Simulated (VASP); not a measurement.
# TiC (Fm-3m) in VASP: settings compared

Aim: see how the results for TiC move with the level of theory and the settings. Levels: LDA, PBEsol. Tasks: single point.

All numbers are computed with VASP 6.6.1; they aren't measurements. Logs are shortened: lines on timing, memory, paths and dates and some standing lists are left out, and cuts for length are marked.

**1. The cell of the first run**

Symmetry: Fm-3m, No. 225, cubic system. The conventional cell has a = 4.261 Å, b = 4.261 Å, c = 4.261 Å, α = 90.00°, β = 90.00°, γ = 90.00°. Ti (site symmetry m-3m) has 6 C at 2.13 Å within 2.8 Å. Within 2.8 Å of C (site symmetry m-3m) lie 6 Ti at 2.13 Å.

**2. Single point, LDA**

The input, INCAR:

```
SYSTEM = TiC
PREC = Accurate
ENCUT = 520
EDIFF = 1E-6
ISMEAR = 0
SIGMA = 0.1
LREAL = .FALSE.
LASPH = .TRUE.
NELM = 80
ALGO = Normal
ISIF = 2
LWAVE = .FALSE.
LCHARG = .TRUE.
GGA = CA
LELF = .TRUE.
LVHAR = .TRUE.
NBANDS = 15
```

The input, KPOINTS:

```
regular mesh
0
G
  12 12 12
  0 0 0
```

The input, POSCAR:

```
TiC
1.0
    0.0000000000      2.1304172692      2.1304172692
    2.1304172692      0.0000000000      2.1304172692
    2.1304172692      2.1304172692      0.0000000000
Ti C
1 1
Direct
    0.0000000000      0.0000000000      0.0000000000
    0.5000000000      0.5000000000      0.5000000000
```

Potentials or basis: VASP PAW LDA potentials, release 64 (Ti_sv, C).

On the command line:

```
> cat potpaw_LDA.64/Ti_sv/POTCAR potpaw_LDA.64/C/POTCAR > POTCAR
> mpirun -np 1 vasp_std > vasp.out
```

OUTCAR:

```text
SYSTEM = TiC
   PREC = Accurate
   ENCUT = 520
   EDIFF = 1E-6
   ISMEAR = 0
   LREAL = .FALSE.
   LASPH = .TRUE.
   NELM = 80
   ISIF = 2
   GGA = CA

 ion  position               nearest neighbor table
   1  0.000  0.000  0.000-   2 2.13   2 2.13   2 2.13   2 2.13   2 2.13   2 2.13
   2  0.500  0.500  0.500-   1 2.13   1 2.13   1 2.13   1 2.13   1 2.13   1 2.13

  LATTYP: Found a face centered cubic cell.
 ALAT       =     4.2608345384

  Lattice vectors:

 A1 = (   0.0000000000,   2.1304172692,   2.1304172692)
 A2 = (   2.1304172692,   0.0000000000,   2.1304172692)
 A3 = (   2.1304172692,   2.1304172692,   0.0000000000)

Analysis of symmetry for initial positions (statically):
=====================================================================
 Subroutine PRICEL returns:
 Original cell was already a primitive cell.

 Routine SETGRP: Setting up the symmetry group for a
 face centered cubic supercell.

 Subroutine GETGRP returns: Found 48 space group operations
 (whereof 48 operations were pure point group operations)
 out of a pool of 48 trial point group operations.

The static configuration has the point symmetry O_h .

Analysis of symmetry for dynamics (positions and initial velocities):
=====================================================================
 Subroutine PRICEL returns:
 Original cell was already a primitive cell.

 Routine SETGRP: Setting up the symmetry group for a
 face centered cubic supercell.

 Subroutine GETGRP returns: Found 48 space group operations
 (whereof 48 operations were pure point group operations)
 out of a pool of 48 trial point group operations.

The dynamic configuration has the point symmetry O_h .

 Subroutine INISYM returns: Found 48 space group operations
 (whereof 48 operations are pure point group operations),
 and found     1 'primitive' translations

----------------------------------------------------------------------------------------

                                     Primitive cell

  volume of cell :      19.3386

  direct lattice vectors                    reciprocal lattice vectors
     0.000000000  2.130417269  2.130417269    -0.234695807  0.234695807  0.234695807
     2.130417269  0.000000000  2.130417269     0.234695807 -0.234695807  0.234695807
     2.130417269  2.130417269  0.000000000     0.234695807  0.234695807 -0.234695807

  length of vectors
     3.012864996  3.012864996  3.012864996     0.406505062  0.406505062  0.406505062

  position of ions in fractional coordinates (direct lattice)
     0.000000000  0.000000000  0.000000000
     0.500000000  0.500000000  0.500000000

  ion indices of the primitive-cell ions
   primitive index   ion index
                 1           1
                 2           2

----------------------------------------------------------------------------------------

 KPOINTS: regular mesh

Automatic generation of k-mesh.
 Grid dimensions read from file:
 generate k-points for:   12   12   12

 Generating k-lattice:

  Cartesian coordinates                     Fractional coordinates (reciprocal lattice)
    -0.019557984  0.019557984  0.019557984     0.083333333  0.000000000  0.000000000
     0.019557984 -0.019557984  0.019557984     0.000000000  0.083333333  0.000000000
     0.019557984  0.019557984 -0.019557984     0.000000000  0.000000000  0.083333333

  Length of vectors
     0.033875422  0.033875422  0.033875422

  Shift w.r.t. Gamma in fractional coordinates (k-lattice)
     0.000000000  0.000000000  0.000000000

 Subroutine IBZKPT returns following result:
 ===========================================

 Found     72 irreducible k-points:

 Following reciprocal coordinates:
            Coordinates               Weight
  0.000000  0.000000  0.000000      1.000000
  0.083333  0.000000  0.000000      8.000000
  0.166667  0.000000  0.000000      8.000000
  0.250000  0.000000  0.000000      8.000000
  0.333333  0.000000  0.000000      8.000000
  0.416667  0.000000  0.000000      8.000000
[... 16 lines left out ...]
  0.500000  0.166667  0.000000     24.000000
 -0.416667  0.166667  0.000000     24.000000
 [... further k-points ...]
   k-points           NKPTS =     72   k-points in BZ     NKDIM =     72   number of bands    NBANDS=     15
   number of dos      NEDOS =    301   number of ions     NIONS =      2
   total plane-waves  NPLWV =  13824
   dimension x,y,z NGX =    24 NGY =   24 NGZ =   24
   dimension x,y,z NGXF=    48 NGYF=   48 NGZF=   48
   ions per type =               1   1
   NGX,Y,Z   is equivalent  to a cutoff of  13.24, 13.24, 13.24 a.u.
   NGXF,Y,Z  is equivalent  to a cutoff of  26.49, 26.49, 26.49 a.u.
 SYSTEM =  TiC
   PREC   = accura    normal or accurate (medium, high low for compatibility)
   ISTART =      0    job   : 0-new  1-cont  2-samecut
   ICHARG =      2    charge: 1-file 2-atom 10-const
   ISPIN  =      1    spin polarized calculation?
   LNONCOLLINEAR =      F non collinear calculations
   LSORBIT =      F    spin-orbit coupling
   LASPH  =      T    aspherical Exc in radial PAW
   ENCUT  =  520.0 eV  38.22 Ry    6.18 a.u.   5.60  5.60  5.60*2*pi/ulx,y,z
   NELM   =     80;   NELMIN=  2; NELMDL= -5     # of ELM steps
   EDIFF  = 0.1E-05   stopping-criterion for ELM
   LREAL  =      F    real-space projection
   EDIFFG = 0.1E-04   stopping-criterion for IOM
   NSW    =      0    number of steps for IOM
   IBRION =     -1    ionic relax: 0-MD 1-quasi-New 2-CG
   NFREE  =      0    steps in history (QN), initial steepest desc. (CG)
   ISIF   =      2    stress and relaxation
   ISYM   =      2    0-nonsym 1-usesym 2-fastsym
   POTIM  = 0.5000    time-step for ionic-motion
   TEBEG  =    0.0;   TEEND  =   0.0 temperature during run
   PSTRESS=    0.0 pullay stress
   NELECT =      16.0000    total number of electrons
   NUPDOWN=      -1.0000    fix difference up-down
   EMIN   =  10.00;   EMAX   =-10.00  energy-range for DOS
   EFERMI =   0.00;   METHOD = LEGACY
   ISMEAR =     0;   SIGMA  =   0.10  broadening in eV -4-tet -1-fermi 0-gaus
   EFERMI_NEDOS =   21; number of points for ismear=-14 and -15
   IALGO  =     38    algorithm
   IMIX   =      4    mixing-type and parameters
     AMIX     =   0.40;   BMIX     =  1.00
     AMIX_MAG =   1.60;   BMIX_MAG =  1.00
  volume/ion in A,a.u.               =       9.67        65.25
  Fermi-wavevector in a.u.,A,eV,Ry     =   1.536881  2.904283 32.136992  2.362002
  Thomas-Fermi vector in A             =   2.643467
   LORBIT       =      0    0 simple, 1 ext, 2 COOP (PROOUT), +10 PAW based schemes
   GGA     = CA    functional components
   LHFCALC =     F    Hartree Fock is set to
   AEXX    =    0.0000 exact exchange contribution
   IVDW    =     0    specifies the selected vdW correction
   LEPSILON=     F    determine dielectric tensor
   LRPA    =     F    only Hartree local field effects (RPA)
 non-spin polarized calculation
 Gauss-broadening in eV      SIGMA  =   0.10
  energy-cutoff  :      520.00
  volume of cell :       19.34
 maximum number of plane-waves:       544
   NGX = 11   NGY = 11   NGZ = 11

 number of electron      16.0000003 magnetization

 Free energy of the ion-electron system (eV)
  ---------------------------------------------------
  ext. energy  EPLUGINS =         0.00000000
  ---------------------------------------------------
  free energy    TOTEN  =       -20.53973533 eV

  energy without entropy =      -20.53832802  energy(sigma->0) =      -20.53903167

 E-fermi :   9.8634     XC(G=0): -13.2319

 val. band max:        9.7593512318   @ k =   0.0833   0.0000   0.0000
 cond. band min:       9.8644996662   @ k =   0.5000   0.5000   0.0000
 fundamental gap:      0.1051484344
 Fermi energy:         9.8634431356

 k-point     1 :       0.0000    0.0000    0.0000
  band No.  band energies     occupation
      1     -45.9131      2.00000
      2     -22.2891      2.00000
      3     -22.2891      2.00000
      4     -22.2891      2.00000
      5      -2.6061      2.00000
      6      10.4734      0.00000
      7      10.4734      0.00000
      8      10.4734      0.00000
      9      11.5795      0.00000
     10      11.5795      0.00000
     11      11.5795      0.00000
     12      11.6447      0.00000
     13      11.6447      0.00000
     14      21.1762      0.00000
     15      24.0729      0.00000

 k-point     2 :       0.0833    0.0000    0.0000
  band No.  band energies     occupation
      1     -45.9066      2.00000
      2     -22.3323      2.00000
      3     -22.2931      2.00000
      4     -22.2931      2.00000
      5      -2.4380      2.00000
      6       9.7594      1.85900
      7      10.0579      0.00596
      8      10.0579      0.00596
      9      10.8407      0.00000
     10      10.8407      0.00000
     11      11.9488      0.00000
     12      13.0449      0.00000
     13      13.0449      0.00000
     14      21.4284      0.00000
     15      24.1748      0.00000

 k-point     3 :       0.1667    0.0000    0.0000
  band No.  band energies     occupation
      1     -45.8890      2.00000
      2     -22.4488      2.00000
      3     -22.3038      2.00000
      4     -22.3038      2.00000
      5      -1.9533      2.00000
      6       8.4568      2.00000
      7       8.9674      2.00000
      8       8.9674      2.00000
      9      11.1236      0.00000
     10      11.1236      0.00000
     11      12.3933      0.00000
     12      14.5503      0.00000
     13      14.5503      0.00000
     14      21.8723      0.00000
     15      24.2835      0.00000
[... 343 lines left out ...]
 k-point    23 :       0.5000    0.1667    0.0000
  band No.  band energies     occupation
      1     -45.8081      2.00000
      2     -22.8374      2.00000
      3     -22.4386      2.00000
      4     -22.3851      2.00000
      5       0.7117      2.00000
      6       4.6292      2.00000
      7       6.7595      2.00000
      8       7.2796      2.00000
      9      12.1103      0.00000
     10      13.0274      0.00000
     11      13.9506      0.00000
     12      17.0390      0.00000
     13      17.4257      0.00000
     14      20.6300      0.00000
     15      24.9084      0.00000

 k-point    24 :      -0.4167    0.1667    0.0000
  band No.  band energies     occupation
      1     -45.8065      2.00000
      2     -22.8435      2.00000
      3     -22.4598      2.00000
      4     -22.3700      2.00000
      5       0.8888      2.00000
      6       4.4343      2.00000
      7       6.7756      2.00000
      8       7.0352      2.00000
      9      12.7007      0.00000
     10      12.7609      0.00000
     11      13.9098      0.00000
     12      16.9228      0.00000
     13      17.8992      0.00000
     14      20.2708      0.00000
     15      24.6162      0.00000

 [... further k-points ...]

------------------------ aborting loop because EDIFF is reached ----------------------------------------

  FORCE on cell =-STRESS in cart. coord.  units (eV):
  Direction    XX          YY          ZZ          XY          YZ          ZX
  --------------------------------------------------------------------------------------
  -------------------------------------------------------------------------------------
  Total        0.0866457      0.0866457      0.0866457      0.0000000      0.0000000     -0.0000000
  in kB        7.1785006      7.1785006      7.1785006      0.0000000      0.0000000     -0.0000000
  external PRESSURE =       7.1785006 kB  Pullay stress =       0.0000000 kB

 VOLUME and BASIS-vectors are now :
 -----------------------------------------------------------------------------
  energy-cutoff  :      520.00
  volume of cell :       19.34
      direct lattice vectors                 reciprocal lattice vectors
     0.000000000  2.130417269  2.130417269    -0.234695807  0.234695807  0.234695807
     2.130417269  0.000000000  2.130417269     0.234695807 -0.234695807  0.234695807
     2.130417269  2.130417269  0.000000000     0.234695807  0.234695807 -0.234695807

 POSITION                                       TOTAL-FORCE (eV/Angst)
 -----------------------------------------------------------------------------------
      0.00000      0.00000      0.00000        -0.000000     -0.000000     -0.000000
      2.13042      2.13042      2.13042         0.000000      0.000000      0.000000
 -----------------------------------------------------------------------------------
    total drift:                                0.000000     -0.000000     -0.000000

  FREE ENERGIE OF THE ION-ELECTRON SYSTEM (eV)
  ---------------------------------------------------
  free  energy   TOTEN  =       -20.5397353296 eV

  energy  without entropy=      -20.5383280195  energy(sigma->0) =      -20.53903167
```

It took 13 s on 1 thread of Intel Xeon Platinum 8375C at 2.90GHz (Ice Lake), shared host; peak memory 0.13 GiB.

What came out:

```yaml
Free_energy: -20.5397 eV
Pressure: 0.7 GPa
Band_gap_on_the_k_mesh: zero (band 8 reaches 10.47 eV, above the bottom of band 9 at 9.41 eV)
```

(Part 1 of 2 ends here.)
